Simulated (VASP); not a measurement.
# ZrH (I-4m2) in VASP: further runs

ZrH is run at these levels: LDA; tasks: single point.

Everything below comes from runs of VASP 6.6.1. Logs are shortened: lines on timing, memory, paths and dates and some standing lists are left out, and cuts for length are marked.

**1. The cell of the first run**

The structure is tetragonal, space group I-4m2 (No. 119). The conventional cell has a = 3.317 Å, b = 3.317 Å, c = 5.053 Å, α = 90.00°, β = 90.00°, γ = 90.00°. Within 2.8 Å of Zr (site symmetry -4m2) lie 4 H at 2.08 Å. Within 2.8 Å of H (site symmetry -4m2) lie 4 Zr at 2.08 Å.

**2. Single point, LDA**

File INCAR:

```
PREC     = Accurate       # precision mode
ENCUT    = 520            # plane-wave cutoff, eV
EDIFF    = 1E-6           # SCF threshold, eV
ISMEAR   = 1              # smearing method
SIGMA    = 0.15           # smearing width, eV
LREAL    = False          # projectors in reciprocal space
LASPH    = True           # aspherical terms in the spheres
NELM     = 100            # most SCF steps
ALGO     = Normal         # electronic algorithm
ISIF     = 2              # what is computed and relaxed
LWAVE    = False          # write WAVECAR
LCHARG   = False          # write CHGCAR
NBANDS   = 14             # bands
```

File KPOINTS:

```
Automatic mesh
0
Gamma
  12 12 12
```

File POSCAR:

```
ZrH
1.0
   -1.6583925173      1.6583925173      2.5264653264
    1.6583925173     -1.6583925173      2.5264653264
    1.6583925173      1.6583925173     -2.5264653264
Zr H
1 1
Direct
    0.0000000000      0.0000000000      0.0000000000
    0.7500000000      0.2500000000      0.5000000000
```

Potentials or basis: VASP PAW LDA potentials, release 64 (Zr_sv, H).

Started as:

```
> cat potpaw_LDA.64/Zr_sv/POTCAR potpaw_LDA.64/H/POTCAR > POTCAR
> mpirun -np 1 vasp_std > vasp.out
```

OUTCAR:

```text
PREC = Accurate
   ENCUT = 520
   EDIFF = 1E-6
   ISMEAR = 1
   LREAL = False
   LASPH = True
   NELM = 100
   ISIF = 2

 ion  position               nearest neighbor table
   1  0.000  0.000  0.000-   2 2.08   2 2.08   2 2.08   2 2.08
   2  0.750  0.250  0.500-   1 2.08   1 2.08   1 2.08   1 2.08

  LATTYP: Found a body centered tetragonal cell.
 ALAT       =     3.3167850346
 C/A-ratio  =     1.5234423094

  Lattice vectors:

 A1 = (  -1.6583925173,   1.6583925173,   2.5264653264)
 A2 = (   1.6583925173,  -1.6583925173,   2.5264653264)
 A3 = (   1.6583925173,   1.6583925173,  -2.5264653264)

Analysis of symmetry for initial positions (statically):
=====================================================================
 Subroutine PRICEL returns:
 Original cell was already a primitive cell.

 Routine SETGRP: Setting up the symmetry group for a
 body centered tetragonal supercell.

 Subroutine GETGRP returns: Found  8 space group operations
 (whereof  8 operations were pure point group operations)
 out of a pool of 16 trial point group operations.

The static configuration has the point symmetry D_2d.

Analysis of symmetry for dynamics (positions and initial velocities):
=====================================================================
 Subroutine PRICEL returns:
 Original cell was already a primitive cell.

 Routine SETGRP: Setting up the symmetry group for a
 body centered tetragonal supercell.

 Subroutine GETGRP returns: Found  8 space group operations
 (whereof  8 operations were pure point group operations)
 out of a pool of 16 trial point group operations.

The dynamic configuration has the point symmetry D_2d.

 Subroutine INISYM returns: Found  8 space group operations
 (whereof  8 operations are pure point group operations),
 and found     1 'primitive' translations

----------------------------------------------------------------------------------------

                                     Primitive cell

  volume of cell :      27.7938

  direct lattice vectors                    reciprocal lattice vectors
    -1.658392517  1.658392517  2.526465326     0.000000000  0.301496778  0.197904952
     1.658392517 -1.658392517  2.526465326     0.301496778  0.000000000  0.197904952
     1.658392517  1.658392517 -2.526465326     0.301496778  0.301496778  0.000000000

  length of vectors
     3.447253766  3.447253766  3.447253766     0.360647580  0.360647580  0.426380832

  position of ions in fractional coordinates (direct lattice)
[... 85 lines left out ...]
   ISIF   =      2    stress and relaxation
   ISYM   =      2    0-nonsym 1-usesym 2-fastsym
   POTIM  = 0.5000    time-step for ionic-motion
   TEBEG  =    0.0;   TEEND  =   0.0 temperature during run
   PSTRESS=    0.0 pullay stress
   NELECT =      13.0000    total number of electrons
   NUPDOWN=      -1.0000    fix difference up-down
   EMIN   =  10.00;   EMAX   =-10.00  energy-range for DOS
   EFERMI =   0.00;   METHOD = LEGACY
   ISMEAR =     1;   SIGMA  =   0.15  broadening in eV -4-tet -1-fermi 0-gaus
   EFERMI_NEDOS =   21; number of points for ismear=-14 and -15
   IALGO  =     38    algorithm
   IMIX   =      4    mixing-type and parameters
     AMIX     =   0.40;   BMIX     =  1.00
     AMIX_MAG =   1.60;   BMIX_MAG =  1.00
  volume/ion in A,a.u.               =      13.90        93.78
  Fermi-wavevector in a.u.,A,eV,Ry     =   1.270789  2.401442 21.972096  1.614903
  Thomas-Fermi vector in A             =   2.403757
   LORBIT       =      0    0 simple, 1 ext, 2 COOP (PROOUT), +10 PAW based schemes
   GGA     = CA    functional components
   LHFCALC =     F    Hartree Fock is set to
   AEXX    =    0.0000 exact exchange contribution
   IVDW    =     0    specifies the selected vdW correction
   LEPSILON=     F    determine dielectric tensor
   LRPA    =     F    only Hartree local field effects (RPA)
 non-spin polarized calculation
 Methfessel and Paxton  Order N= 1 SIGMA  =   0.15
  energy-cutoff  :      520.00
  volume of cell :       27.79
 maximum number of plane-waves:       761
 NGX is ok and might be reduce to    28
   NGX = 13   NGY = 13   NGZ = 13

 number of electron      13.0000000 magnetization

 Free energy of the ion-electron system (eV)
  ---------------------------------------------------
  ext. energy  EPLUGINS =         0.00000000
  ---------------------------------------------------
  free energy    TOTEN  =       -13.48407182 eV

  energy without entropy =      -13.48552170  energy(sigma->0) =      -13.48455512

 E-fermi :   7.1964     XC(G=0): -10.9649

 val. band max:        7.1829099926   @ k =   0.3333   0.1667  -0.0000
 cond. band min:       7.1987136491   @ k =  -0.4167  -0.4167   0.0833
 fundamental gap:      0.0158036565
 Fermi energy:         7.1964205462

 k-point     1 :       0.0000    0.0000    0.0000
  band No.  band energies     occupation
      1     -41.4433      2.00000
      2     -19.3215      2.00000
      3     -19.2948      2.00000
      4     -19.2948      2.00000
      5      -0.4485      2.00000
      6       7.3661     -0.06784
      7       7.9775     -0.00000
      8       7.9775     -0.00000
      9       9.4182     -0.00000
     10      10.3966      0.00000
     11      11.3284      0.00000
     12      19.5422      0.00000
     13      21.0030      0.00000
     14      21.0030      0.00000
[... 377 lines left out ...]
      1     -41.3705      2.00000
      2     -19.7976      2.00000
      3     -19.4408      2.00000
      4     -19.4217      2.00000
      5       1.5059      2.00000
      6       5.9197      2.00000
      7       7.4560     -0.03450
      8       8.3615     -0.00000
      9      10.6262      0.00000
     10      11.2928      0.00000
     11      15.1658      0.00000
     12      16.1482      0.00000
     13      19.2485      0.00000
     14      20.3505      0.00000

 [... further k-points ...]
[... 5 lines left out ...]
  --------------------------------------------------------------------------------------
  -------------------------------------------------------------------------------------
  Total       -1.5747681     -1.5747681     -1.6306433      0.0000000     -0.0000000     -0.0000000
  in kB      -90.7777062    -90.7777062    -93.9986397      0.0000000     -0.0000000     -0.0000000
  external PRESSURE =     -91.8513507 kB  Pullay stress =       0.0000000 kB

 VOLUME and BASIS-vectors are now :
 -----------------------------------------------------------------------------
  energy-cutoff  :      520.00
  volume of cell :       27.79
      direct lattice vectors                 reciprocal lattice vectors
    -1.658392517  1.658392517  2.526465326     0.000000000  0.301496778  0.197904952
     1.658392517 -1.658392517  2.526465326     0.301496778  0.000000000  0.197904952
     1.658392517  1.658392517 -2.526465326     0.301496778  0.301496778  0.000000000

 POSITION                                       TOTAL-FORCE (eV/Angst)
 -----------------------------------------------------------------------------------
      0.00000      0.00000      0.00000        -0.000000     -0.000000     -0.000000
      0.00000      1.65839      1.26323         0.000000      0.000000      0.000000
 -----------------------------------------------------------------------------------
    total drift:                               -0.000000      0.000000      0.000000

  FREE ENERGIE OF THE ION-ELECTRON SYSTEM (eV)
  ---------------------------------------------------
  free  energy   TOTEN  =       -13.4840718246 eV

  energy  without entropy=      -13.4855217038  energy(sigma->0) =      -13.48455512
```

Run time: 31 s. Hardware: 1 thread of Intel Xeon Platinum 8488C (Sapphire Rapids), shared host; peak memory 0.18 GiB.

What came out:

```
Free energy : -13.4841 eV
Pressure    : -9.2 GPa
```

Stress tensor (GPa, compression positive):
```
-9.08  0.00  0.00
 0.00 -9.08  0.00
 0.00  0.00 -9.40
```

Levels at points of the mesh, in eV from the Fermi level:
```tsv
k point	band 3	band 4	band 5	band 6	band 7	band 8	band 9	band 10
(0.00, 0.00, 0.00)	-26.49	-26.49	-7.64	0.17	0.78	0.78	2.22	3.20
(0.50, 0.00, 0.00)	-26.62	-26.54	-5.82	-0.38	0.22	0.91	3.97	4.29
(0.50, 0.50, 0.00)	-26.77	-26.69	-5.27	-2.51	0.75	4.07	4.12	4.82
(0.50, 0.50, 0.50)	-26.65	-26.65	-5.14	-2.59	0.05	4.29	4.42	4.42
```

**3. Single point, LDA**

This run uses another cell than the first one, of 14.26 Å³/atom, 1.026 times its volume.

File INCAR:

```
ALGO     = Normal         # electronic algorithm
EDIFF    = 1E-7           # SCF threshold, eV
ENCUT    = 520            # plane-wave cutoff, eV
ISIF     = 2              # what is computed and relaxed
ISMEAR   = 1              # smearing method
LASPH    = True           # aspherical terms in the spheres
LCHARG   = False          # write CHGCAR
LREAL    = False          # projectors in reciprocal space
LWAVE    = False          # write WAVECAR
NBANDS   = 14             # bands
NELM     = 60             # most SCF steps
PREC     = Accurate       # precision mode
SIGMA    = 0.15           # smearing width, eV
```

File KPOINTS:

```
k-points
0
Gamma
  12 12 12
```

File POSCAR:

```
ZrH
1.0
   -1.6726283425      1.6726283425      2.5481527848
    1.6726283425     -1.6726283425      2.5481527848
    1.6726283425      1.6726283425     -2.5481527848
Zr H
1 1
Direct
    0.0000000000      0.0000000000      0.0000000000
    0.7500000000      0.2500000000      0.5000000000
```

Potentials or basis: VASP PAW LDA potentials, release 64 (Zr_sv, H).

Started as:

```
> cat potpaw_LDA.64/Zr_sv/POTCAR potpaw_LDA.64/H/POTCAR > POTCAR
> mpirun -np 1 vasp_std > vasp.out
```

OUTCAR:

```text
EDIFF = 1E-7
   ENCUT = 520
   ISIF = 2
   ISMEAR = 1
   LASPH = True
   LREAL = False
   NELM = 60
   PREC = Accurate

 ion  position               nearest neighbor table
   1  0.000  0.000  0.000-   2 2.10   2 2.10   2 2.10   2 2.10
   2  0.750  0.250  0.500-   1 2.10   1 2.10   1 2.10   1 2.10

  LATTYP: Found a body centered tetragonal cell.
 ALAT       =     3.3452566850
 C/A-ratio  =     1.5234423094

  Lattice vectors:

 A1 = (  -1.6726283425,   1.6726283425,   2.5481527848)
 A2 = (   1.6726283425,  -1.6726283425,   2.5481527848)
 A3 = (   1.6726283425,   1.6726283425,  -2.5481527848)

Analysis of symmetry for initial positions (statically):
=====================================================================
 Subroutine PRICEL returns:
 Original cell was already a primitive cell.

 Routine SETGRP: Setting up the symmetry group for a
 body centered tetragonal supercell.

 Subroutine GETGRP returns: Found  8 space group operations
 (whereof  8 operations were pure point group operations)
 out of a pool of 16 trial point group operations.

The static configuration has the point symmetry D_2d.

[... 167 lines left out ...]

 k-point     1 :       0.0000    0.0000    0.0000
  band No.  band energies     occupation
      1     -41.7590      2.00000
      2     -19.6534      2.00000
      3     -19.6277      2.00000
      4     -19.6277      2.00000
      5      -0.6090      2.00000
      6       7.1193     -0.06663
      7       7.7142     -0.00000
      8       7.7142     -0.00000
      9       9.1055     -0.00000
     10      10.0488      0.00000
     11      11.0344      0.00000
     12      19.1857      0.00000
     13      20.5924      0.00000
     14      20.5924      0.00000
[... 377 lines left out ...]
      1     -41.6941      2.00000
      2     -20.0873      2.00000
      3     -19.7624      2.00000
      4     -19.7441      2.00000
      5       1.3186      2.00000
      6       5.6905      2.00000
      7       7.2120     -0.03424
      8       8.0867     -0.00000
      9      10.2708      0.00000
     10      10.9110      0.00000
     11      14.7053      0.00000
     12      15.7082      0.00000
     13      18.7434      0.00000
     14      19.8563      0.00000

 [... further k-points ...]
[... 5 lines left out ...]
  --------------------------------------------------------------------------------------
  -------------------------------------------------------------------------------------
  Total       -1.9885961     -1.9885961     -2.0882692      0.0000000     -0.0000000      0.0000000
  in kB     -111.7307723   -111.7307723   -117.3309844      0.0000000     -0.0000000      0.0000000
  external PRESSURE =    -113.5975097 kB  Pullay stress =       0.0000000 kB

 VOLUME and BASIS-vectors are now :
 -----------------------------------------------------------------------------
  energy-cutoff  :      520.00
  volume of cell :       28.52
      direct lattice vectors                 reciprocal lattice vectors
    -1.672628342  1.672628342  2.548152785     0.000000000  0.298930723  0.196220573
     1.672628342 -1.672628342  2.548152785     0.298930723  0.000000000  0.196220573
     1.672628342  1.672628342 -2.548152785     0.298930723  0.298930723  0.000000000

 POSITION                                       TOTAL-FORCE (eV/Angst)
 -----------------------------------------------------------------------------------
      0.00000      0.00000      0.00000        -0.000000      0.000000     -0.000000
     -0.00000      1.67263      1.27408         0.000000     -0.000000      0.000000
 -----------------------------------------------------------------------------------
    total drift:                                0.000000     -0.000000      0.000000

  FREE ENERGIE OF THE ION-ELECTRON SYSTEM (eV)
  ---------------------------------------------------
  free  energy   TOTEN  =       -13.4383299471 eV

  energy  without entropy=      -13.4398001692  energy(sigma->0) =      -13.43882002
```

It took 38 s on 1 thread of Intel Xeon Platinum 8488C (Sapphire Rapids), shared host; peak memory 0.18 GiB.

What came out:

- Free energy: -13.4383 eV
- Pressure: -11.4 GPa

**4. Single point, LDA**

This run uses another cell than the first one, of 14.62 Å³/atom, 1.052 times its volume.

File INCAR:

```
SYSTEM = ZrH
PREC = Accurate
ENCUT = 520
EDIFF = 1E-6
ISMEAR = 1
SIGMA = 0.15
LREAL = .False.
LASPH = .True.
NELM = 80
ALGO = Normal
ISIF = 2
LWAVE = .False.
LCHARG = .True.
LELF = .True.
LVHAR = .True.
NBANDS = 14
```

File KPOINTS:

```
regular mesh
0
Gamma
  12 12 12
  0 0 0
```

File POSCAR:

```
ZrH
1.0
   -1.6866258831      1.6866258831      2.5694772305
    1.6866258831     -1.6866258831      2.5694772305
    1.6866258831      1.6866258831     -2.5694772305
Zr H
1 1
Direct
    0.0000000000      0.0000000000      0.0000000000
    0.7500000000      0.2500000000      0.5000000000
```

Potentials or basis: VASP PAW LDA potentials, release 64 (Zr_sv, H).

Started as:

```
> cat potpaw_LDA.64/Zr_sv/POTCAR potpaw_LDA.64/H/POTCAR > POTCAR
> mpirun -np 1 vasp_std > vasp.out
```

OUTCAR:

```text
SYSTEM = ZrH
   PREC = Accurate
   ENCUT = 520
   EDIFF = 1E-6
   ISMEAR = 1
   LREAL = .False.
   LASPH = .True.
   NELM = 80
   ISIF = 2

 ion  position               nearest neighbor table
   1  0.000  0.000  0.000-   2 2.12   2 2.12   2 2.12   2 2.12
   2  0.750  0.250  0.500-   1 2.12   1 2.12   1 2.12   1 2.12

  LATTYP: Found a body centered tetragonal cell.
 ALAT       =     3.3732517662
 C/A-ratio  =     1.5234423094

  Lattice vectors:

 A1 = (  -1.6866258831,   1.6866258831,   2.5694772305)
 A2 = (   1.6866258831,  -1.6866258831,   2.5694772305)
 A3 = (   1.6866258831,   1.6866258831,  -2.5694772305)
[... 586 lines left out ...]
     11      14.2591      0.00000
     12      15.2929      0.00000
     13      18.2604      0.00000
     14      19.3835      0.00000

 [... further k-points ...]
[... 5 lines left out ...]
  --------------------------------------------------------------------------------------
  -------------------------------------------------------------------------------------
  Total       -2.3826288     -2.3826288     -2.5248535      0.0000000      0.0000000      0.0000000
  in kB     -130.5643729   -130.5643729   -138.3580639      0.0000000      0.0000000      0.0000000
  external PRESSURE =    -133.1622699 kB  Pullay stress =       0.0000000 kB

 VOLUME and BASIS-vectors are now :
 -----------------------------------------------------------------------------
  energy-cutoff  :      520.00
  volume of cell :       29.24
      direct lattice vectors                 reciprocal lattice vectors
    -1.686625883  1.686625883  2.569477230     0.000000000  0.296449856  0.194592112
     1.686625883 -1.686625883  2.569477230     0.296449856  0.000000000  0.194592112
     1.686625883  1.686625883 -2.569477230     0.296449856  0.296449856  0.000000000

 POSITION                                       TOTAL-FORCE (eV/Angst)
 -----------------------------------------------------------------------------------
      0.00000      0.00000      0.00000         0.000000     -0.000000      0.000000
     -0.00000      1.68663      1.28474        -0.000000      0.000000     -0.000000
 -----------------------------------------------------------------------------------
    total drift:                                0.000000     -0.000000      0.000000

  FREE ENERGIE OF THE ION-ELECTRON SYSTEM (eV)
  ---------------------------------------------------
  free  energy   TOTEN  =       -13.3832624639 eV

  energy  without entropy=      -13.3847255939  energy(sigma->0) =      -13.38375017
```

OSZICAR:

```text
N       E                     dE             d eps       ncg     rms          rms(c)
DAV:   1     0.865637882622E+02    0.86564E+02   -0.66773E+03  4580   0.863E+02
DAV:   2    -0.112139854784E+02   -0.97778E+02   -0.94430E+02  5686   0.252E+02
DAV:   3    -0.144655246259E+02   -0.32515E+01   -0.32114E+01  6862   0.387E+01
DAV:   4    -0.145123654882E+02   -0.46841E-01   -0.46823E-01  5104   0.465E+00
DAV:   5    -0.145130926450E+02   -0.72716E-03   -0.72715E-03  6568   0.428E-01    0.110E+01
DAV:   6    -0.135524349792E+02    0.96066E+00   -0.68002E-01  4780   0.771E+00    0.381E+00
DAV:   7    -0.133831777625E+02    0.16926E+00   -0.33145E-01  5470   0.448E+00    0.728E-01
DAV:   8    -0.133834158699E+02   -0.23811E-03   -0.30875E-02  5250   0.156E+00    0.308E-01
DAV:   9    -0.133833365732E+02    0.79297E-04   -0.17312E-03  5570   0.360E-01    0.498E-02
DAV:  10    -0.133832618554E+02    0.74718E-04   -0.88694E-05  4846   0.701E-02    0.247E-02
DAV:  11    -0.133832624639E+02   -0.60849E-06   -0.31165E-06  5380   0.139E-02
   1 F= -.13383262E+02 E0= -.13383750E+02  d E =0.146313E-02
```

Run time: 34 s. Hardware: 1 thread of Intel Xeon Platinum 8488C (Sapphire Rapids), shared host; peak memory 0.19 GiB.

Results:

```yaml
Free_energy: -13.3833 eV
Pressure: -13.3 GPa
```

Stress tensor (GPa, compression positive):
```
-13.06   0.00   0.00
  0.00 -13.06   0.00
  0.00   0.00 -13.84
```

**5. Summary**

```tsv
cell	gap on the mesh (eV)	pressure (GPa)
a = 3.447 Å, angles 122.5, 122.5, 85.7°, 2 atoms	none	-9.2
a = 3.477 Å, angles 122.5, 122.5, 85.7°, 2 atoms	none	-11.4
a = 3.506 Å, angles 122.5, 122.5, 85.7°, 2 atoms	none	-13.3
```

Alike in all rows: task single point; level LDA; potentials or basis VASP PAW LDA potentials, release 64 (Zr_sv, H); no spin polarisation; k mesh 12 × 12 × 12; cutoff (eV) 520; smearing methfessel-paxton 0.15 eV.

Absolute energies hang on the potentials; compare differences alone.
